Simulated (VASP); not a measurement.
# ZrF2 (I4_1/amd) in VASP: a series of runs

ZrF2 is run at these levels: PBE; tasks: single point.

Everything below comes from runs of VASP 6.6.1. Logs are shortened: lines on timing, memory, paths and dates and some standing lists are left out, and cuts for length are marked.

## (1) The cell of the first run

It takes space group I4_1/amd (No. 141, tetragonal). The conventional cell has a = 4.009 Å, b = 4.009 Å, c = 9.680 Å, α = 90.00°, β = 90.00°, γ = 90.00°. Within 3.4 Å of Zr (site symmetry -4m2) lie 8 F at 2.55 Å and 4 Zr at 3.14 Å. Within 2.9 Å of F (site symmetry 2/m) lie 6 F at 2.00 to 2.80 Å and 4 Zr at 2.55 Å.

The cell was built from a structure type or drawn by symmetry, and may not be a known phase.

## (2) Single point, PBE

Input file INCAR:

```
ALGO = Normal
EDIFF = 1E-6
ENCUT = 520
GGA = PE
ISIF = 2
ISMEAR = 0
LASPH = T
LCHARG = T
LELF = T
LREAL = F
LVHAR = T
LWAVE = F
NBANDS = 35
NELM = 60
PREC = Accurate
SIGMA = 0.1
```

Input file KPOINTS:

```
k-points
0
Gamma
  6 6 6
```

Input file POSCAR:

```
ZrF2
1.0
   -2.0043951425      2.0043951425      4.8401774040
    2.0043951425     -2.0043951425      4.8401774040
    2.0043951425      2.0043951425     -4.8401774040
Zr F
2 4
Direct
    0.2500000000      0.7500000000      0.5000000000
    0.5000000000      0.5000000000      0.0000000000
    0.3750000000      0.1250000000      0.2500000000
    0.8750000000      0.1250000000      0.7500000000
    0.8750000000      0.1250000000      0.2500000000
    0.8750000000      0.6250000000      0.7500000000
```

Potentials or basis: VASP PAW PBE potentials, release 64 (Zr_sv, F).

The run is started by

```console
cat potpaw_PBE.64/Zr_sv/POTCAR potpaw_PBE.64/F/POTCAR > POTCAR
mpirun -np 1 vasp_std > vasp.out
```

OUTCAR:

```text
EDIFF = 1E-6
   ENCUT = 520
   GGA = PE
   ISIF = 2
   ISMEAR = 0
   LASPH = T
   LREAL = F
   NELM = 60
   PREC = Accurate

 ion  position               nearest neighbor table
   1  0.250  0.750  0.500-   5 2.55   6 2.55   3 2.55   4 2.55   5 2.55   6 2.55   3 2.55   4 2.55
                             2 3.14   2 3.14   2 3.14   2 3.14
   2  0.500  0.500  0.000-   4 2.55   3 2.55   6 2.55   4 2.55   5 2.55   3 2.55   6 2.55   5 2.55
                             1 3.14   1 3.14   1 3.14   1 3.14
   3  0.375  0.125  0.250-   1 2.55   2 2.55   1 2.55   2 2.55
   4  0.875  0.125  0.750-   1 2.55   1 2.55   2 2.55   2 2.55
   5  0.875  0.125  0.250-   2 2.55   1 2.55   2 2.55   1 2.55
   6  0.875  0.625  0.750-   2 2.55   1 2.55   2 2.55   1 2.55

  LATTYP: Found a body centered tetragonal cell.
 ALAT       =     4.0087902850
 C/A-ratio  =     2.4147820464

  Lattice vectors:

 A1 = (  -2.0043951425,   2.0043951425,   4.8401774040)
 A2 = (   2.0043951425,  -2.0043951425,   4.8401774040)
 A3 = (   2.0043951425,   2.0043951425,  -4.8401774040)

Analysis of symmetry for initial positions (statically):
=====================================================================
 Subroutine PRICEL returns:
 Original cell was already a primitive cell.

 Routine SETGRP: Setting up the symmetry group for a
 body centered tetragonal supercell.

 Subroutine GETGRP returns: Found 16 space group operations
 (whereof  8 operations were pure point group operations)
 out of a pool of 16 trial point group operations.

The static configuration has the point symmetry D_2d.
 The point group associated with its full space group is D_4h.

Analysis of symmetry for dynamics (positions and initial velocities):
=====================================================================
 Subroutine PRICEL returns:
 Original cell was already a primitive cell.

 Routine SETGRP: Setting up the symmetry group for a
 body centered tetragonal supercell.

 Subroutine GETGRP returns: Found 16 space group operations
 (whereof  8 operations were pure point group operations)
 out of a pool of 16 trial point group operations.

The dynamic configuration has the point symmetry D_2d.
 The point group associated with its full space group is D_4h.

 Subroutine INISYM returns: Found 16 space group operations
 (whereof  8 operations are pure point group operations),
 and found     1 'primitive' translations

----------------------------------------------------------------------------------------

                                     Primitive cell

  volume of cell :      77.7836

  direct lattice vectors                    reciprocal lattice vectors
    -2.004395142  2.004395142  4.840177404     0.000000000  0.249451812  0.103301999
     2.004395142 -2.004395142  4.840177404     0.249451812  0.000000000  0.103301999
     2.004395142  2.004395142 -4.840177404     0.249451812  0.249451812  0.000000000

  length of vectors
     5.609145842  5.609145842  5.609145842     0.269995388  0.269995388  0.352778136

  position of ions in fractional coordinates (direct lattice)
     0.250000000  0.750000000  0.500000000
     0.500000000  0.500000000  0.000000000
     0.375000000  0.125000000  0.250000000
     0.875000000  0.125000000  0.750000000
     0.875000000  0.125000000  0.250000000
     0.875000000  0.625000000  0.750000000

  ion indices of the primitive-cell ions
   primitive index   ion index
                 1           1
                 2           2
                 3           3
                 4           4
                 5           5
                 6           6

----------------------------------------------------------------------------------------

 KPOINTS: k-points

Automatic generation of k-mesh.
 Grid dimensions read from file:
 generate k-points for:    6    6    6

 Generating k-lattice:

  Cartesian coordinates                     Fractional coordinates (reciprocal lattice)
     0.000000000  0.041575302  0.017217000     0.166666667  0.000000000 -0.000000000
     0.041575302  0.000000000  0.017217000     0.000000000  0.166666667 -0.000000000
     0.041575302  0.041575302  0.000000000     0.000000000  0.000000000  0.166666667

  Length of vectors
     0.044999231  0.044999231  0.058796356

  Shift w.r.t. Gamma in fractional coordinates (k-lattice)
     0.000000000  0.000000000  0.000000000

 Subroutine IBZKPT returns following result:
 ===========================================

 Found     30 irreducible k-points:

 Following reciprocal coordinates:
            Coordinates               Weight
  0.000000  0.000000  0.000000      1.000000
  0.166667 -0.000000  0.000000      8.000000
  0.333333 -0.000000  0.000000      8.000000
  0.500000 -0.000000  0.000000      4.000000
  0.166667  0.166667  0.000000      8.000000
  0.333333  0.166667  0.000000     16.000000
[... 16 lines left out ...]
 -0.333333 -0.333333  0.166667      8.000000
 -0.166667 -0.333333  0.166667      8.000000
 [... further k-points ...]
   k-points           NKPTS =     30   k-points in BZ     NKDIM =     30   number of bands    NBANDS=     35
   number of dos      NEDOS =    301   number of ions     NIONS =      6
   total plane-waves  NPLWV =  74088
   dimension x,y,z NGX =    42 NGY =   42 NGZ =   42
   dimension x,y,z NGXF=    84 NGYF=   84 NGZF=   84
   ions per type =               2   4
   NGX,Y,Z   is equivalent  to a cutoff of  12.45, 12.45, 12.45 a.u.
   NGXF,Y,Z  is equivalent  to a cutoff of  24.90, 24.90, 24.90 a.u.
 SYSTEM =  unknown system
   PREC   = accura    normal or accurate (medium, high low for compatibility)
   ISTART =      0    job   : 0-new  1-cont  2-samecut
   ICHARG =      2    charge: 1-file 2-atom 10-const
   ISPIN  =      1    spin polarized calculation?
   LNONCOLLINEAR =      F non collinear calculations
   LSORBIT =      F    spin-orbit coupling
   LASPH  =      T    aspherical Exc in radial PAW
   ENCUT  =  520.0 eV  38.22 Ry    6.18 a.u.  10.43 10.43 10.43*2*pi/ulx,y,z
   NELM   =     60;   NELMIN=  2; NELMDL= -5     # of ELM steps
   EDIFF  = 0.1E-05   stopping-criterion for ELM
   LREAL  =      F    real-space projection
   EDIFFG = 0.1E-04   stopping-criterion for IOM
   NSW    =      0    number of steps for IOM
   IBRION =     -1    ionic relax: 0-MD 1-quasi-New 2-CG
   NFREE  =      0    steps in history (QN), initial steepest desc. (CG)
   ISIF   =      2    stress and relaxation
   ISYM   =      2    0-nonsym 1-usesym 2-fastsym
   POTIM  = 0.5000    time-step for ionic-motion
   TEBEG  =    0.0;   TEEND  =   0.0 temperature during run
   PSTRESS=    0.0 pullay stress
   NELECT =      52.0000    total number of electrons
   NUPDOWN=      -1.0000    fix difference up-down
   EMIN   =  10.00;   EMAX   =-10.00  energy-range for DOS
   EFERMI =   0.00;   METHOD = LEGACY
   ISMEAR =     0;   SIGMA  =   0.10  broadening in eV -4-tet -1-fermi 0-gaus
   EFERMI_NEDOS =   21; number of points for ismear=-14 and -15
   IALGO  =     38    algorithm
   IMIX   =      4    mixing-type and parameters
     AMIX     =   0.40;   BMIX     =  1.00
     AMIX_MAG =   1.60;   BMIX_MAG =  1.00
  volume/ion in A,a.u.               =      12.96        87.48
  Fermi-wavevector in a.u.,A,eV,Ry     =   1.431462  2.705072 27.879491  2.049085
  Thomas-Fermi vector in A             =   2.551196
   LORBIT       =      0    0 simple, 1 ext, 2 COOP (PROOUT), +10 PAW based schemes
   GGA     = PE    functional components
   LHFCALC =     F    Hartree Fock is set to
   AEXX    =    0.0000 exact exchange contribution
   IVDW    =     0    specifies the selected vdW correction
   LEPSILON=     F    determine dielectric tensor
   LRPA    =     F    only Hartree local field effects (RPA)
 non-spin polarized calculation
 Gauss-broadening in eV      SIGMA  =   0.10
  energy-cutoff  :      520.00
  volume of cell :       77.78
 maximum number of plane-waves:      2118
 NGX is ok and might be reduce to    42
   NGX = 21   NGY = 21   NGZ = 21

 number of electron      51.9999992 magnetization

 Free energy of the ion-electron system (eV)
  ---------------------------------------------------
  ext. energy  EPLUGINS =         0.00000000
  ---------------------------------------------------
  free energy    TOTEN  =       -34.16975109 eV

  energy without entropy =      -34.16123493  energy(sigma->0) =      -34.16549301

 E-fermi :   7.0177     XC(G=0): -11.0596

 val. band max:        7.0166271541   @ k =   0.1667   0.1667   0.1667
 cond. band min:       7.0842446628   @ k =   0.1667  -0.0000   0.0000
 fundamental gap:      0.0676175088
 Fermi energy:         7.0176810988

 k-point     1 :       0.0000    0.0000    0.0000
  band No.  band energies     occupation
      1     -43.3181      2.00000
      2     -43.2062      2.00000
      3     -21.4488      2.00000
      4     -21.3638      2.00000
      5     -21.3638      2.00000
      6     -21.2225      2.00000
[... 27 lines left out ...]
     34      10.7203      0.00000
     35      10.7203      0.00000

 k-point     2 :       0.1667   -0.0000    0.0000
  band No.  band energies     occupation
      1     -43.3119      2.00000
      2     -43.2111      2.00000
      3     -21.4257      2.00000
      4     -21.3895      2.00000
      5     -21.3681      2.00000
      6     -21.2523      2.00000
[... 27 lines left out ...]
     34      10.1568      0.00000
     35      10.6930      0.00000

 k-point     3 :       0.3333   -0.0000    0.0000
  band No.  band energies     occupation
      1     -43.2971      2.00000
      2     -43.2235      2.00000
      3     -21.4930      2.00000
      4     -21.4329      2.00000
      5     -21.3737      2.00000
      6     -21.1903      2.00000
[... 27 lines left out ...]
     34      10.1473      0.00000
     35      10.6270      0.00000
[... 723 lines left out ...]
 k-point    23 :      -0.3333   -0.3333    0.1667
  band No.  band energies     occupation
      1     -43.2852      2.00000
      2     -43.2369      2.00000
      3     -21.4754      2.00000
      4     -21.4603      2.00000
      5     -21.2915      2.00000
      6     -21.2146      2.00000
[... 27 lines left out ...]
     34      10.2144      0.00000
     35      10.7931      0.00000

 k-point    24 :      -0.1667   -0.3333    0.1667
  band No.  band energies     occupation
      1     -43.2986      2.00000
      2     -43.2247      2.00000
      3     -21.4562      2.00000
      4     -21.3974      2.00000
      5     -21.3490      2.00000
      6     -21.1852      2.00000
[... 27 lines left out ...]
     34      10.2423      0.00000
     35      10.5811      0.00000

 [... further k-points ...]

------------------------ aborting loop because EDIFF is reached ----------------------------------------

  FORCE on cell =-STRESS in cart. coord.  units (eV):
  Direction    XX          YY          ZZ          XY          YZ          ZX
  --------------------------------------------------------------------------------------
  -------------------------------------------------------------------------------------
  Total       -0.0526989     -0.0526989     -0.0090074      0.0000000      0.0000000      0.0000000
  in kB       -1.0854866     -1.0854866     -0.1855337      0.0000000      0.0000000      0.0000000
  external PRESSURE =      -0.7855023 kB  Pullay stress =       0.0000000 kB

 VOLUME and BASIS-vectors are now :
 -----------------------------------------------------------------------------
  energy-cutoff  :      520.00
  volume of cell :       77.78
      direct lattice vectors                 reciprocal lattice vectors
    -2.004395142  2.004395142  4.840177404     0.000000000  0.249451812  0.103301999
     2.004395142 -2.004395142  4.840177404     0.249451812  0.000000000  0.103301999
     2.004395142  2.004395142 -4.840177404     0.249451812  0.249451812  0.000000000

 POSITION                                       TOTAL-FORCE (eV/Angst)
 -----------------------------------------------------------------------------------
      2.00440      0.00000      2.42009        -0.000000     -0.000000      0.000000
      0.00000      0.00000      4.84018         0.000000      0.000000     -0.000000
      0.00000      1.00220      1.21004         0.000000      0.000000      0.000000
      0.00000      3.00659      1.21004         0.000000      0.000000      0.000000
     -1.00220      2.00440      3.63013         0.000000      0.000000      0.000000
      1.00220      2.00440      3.63013         0.000000      0.000000      0.000000
 -----------------------------------------------------------------------------------
    total drift:                                0.000000      0.000000     -0.000000

  FREE ENERGIE OF THE ION-ELECTRON SYSTEM (eV)
  ---------------------------------------------------
  free  energy   TOTEN  =       -34.1697510922 eV

  energy  without entropy=      -34.1612349312  energy(sigma->0) =      -34.16549301
```

Run time: 59 s. Hardware: 1 thread of Intel Xeon 6975P-C (Granite Rapids), shared host; peak memory 0.27 GiB.

Results:

```yaml
Free_energy: -34.1698 eV
Pressure: -0.1 GPa
Band_gap_on_the_k_mesh: zero (bands 26 and 27 overlap by 0.39 eV)
```

(Part 1 of 2 ends here.)
